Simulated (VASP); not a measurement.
# GaN: single point with BLYP+D3(BJ)

GaN:

```xyz
4
Lattice="3.2224 0.0000 0.0000 -1.6112 2.7906 0.0000 0.0000 0.0000 5.2606" Properties=species:S:1:pos:R:3 pbc="T T T"
Ga    0.0000    1.8604   -0.0031
Ga    1.6112    0.9302    2.6272
N     0.0000    1.8604    1.9758
N     1.6112    0.9302    4.6061
```

This cell differs from its parent crystal: volume scaled by 1.02.

```json
{
  "Program": "VASP 6.6.1",
  "Task": "single point",
  "Functional": "BLYP",
  "Dispersion": "D3(BJ)",
  "Potentials or basis": "VASP PAW PBE potentials, release 64 (Ga_d, N_h)",
  "Cutoff": "910 eV",
  "k mesh": "8 × 8 × 6",
  "Occupations": "gaussian, width 0.05 eV",
  "Spin": "no spin polarisation"
}
```

| Quantity | Value |
| --- | --- |
| Pressure | -1.7 GPa |
| Band gap on the k mesh | 1.75 eV, direct |
| Dispersion energy per atom | -0.540 eV |

Levels at points of the mesh, in eV from the valence-band top:
```tsv
k point	band 15	band 16	band 17	band 18	band 19	band 20	band 21	band 22
(0.00, 0.00, 0.00)	-0.97	-0.05	0.00	0.00	1.75	4.08	9.07	9.72
(0.50, 0.00, 0.00)	-3.99	-2.58	-2.05	-0.95	5.12	5.36	6.09	8.24
(0.00, 0.00, 0.50)	-0.50	-0.50	-0.50	-0.50	4.06	4.06	8.36	8.36
(0.50, 0.00, 0.50)	-1.83	-1.83	-1.82	-1.82	4.41	4.41	7.55	7.55
```

Wall time 87 s on 1 thread of Intel(R) Xeon(R) 6975P-C (Granite Rapids), with other jobs on the host, peak memory 0.27 GiB.

Caveat: the cutoff is under 1.25 times the usual one of these potentials, so pressure, stress and relaxed cells hold a basis-set (Pulay) error; the PAW data sets were made with another functional, which shifts forces and pressure a little.
